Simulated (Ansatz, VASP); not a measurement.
# BF: VASP beside Ansatz

```
B F
1.0
     0.00000    2.49552    2.49552
     2.49552    0.00000    2.49552
     2.49552    2.49552    0.00000
B F
1 1
Direct
  0.00000 0.00000 0.00000
  0.25000 0.25000 0.25000
```

Change from the starting cell: species swapped into the CuBr type (F-43m, No. 216).

Alike in both runs: functional PBE; k mesh 8 × 8 × 8; occupations gaussian, width 0.2 eV; no spin polarisation.

Ansatz relaxed the structure, and its values are those at the end. VASP's run is a single point on that final structure, the one shown.

```csv
,VASP,Ansatz
version,VASP 6.6.1,Ansatz 0.2.0
potentials or method,"VASP PAW PBE potentials, release 64 (B, F), cutoff 600 eV","scalar-relativistic, plane waves, PAW"
valence electrons in the cell,10,10
```

Ansatz gave:

| Property | Result |
| --- | --- |
| gap on the k mesh at the Fermi level (eV) | 1.24 |
| least direct gap on the mesh (eV) | 1.31 |
| pressure (GPa) | 0.3 |

Which values does VASP return?

gap on the k mesh at the Fermi level (eV): 1.24; least direct gap on the mesh (eV): 1.31; pressure (GPa): 0.0.

With one functional, cell and mesh, what is left measures potentials, basis and numerics.
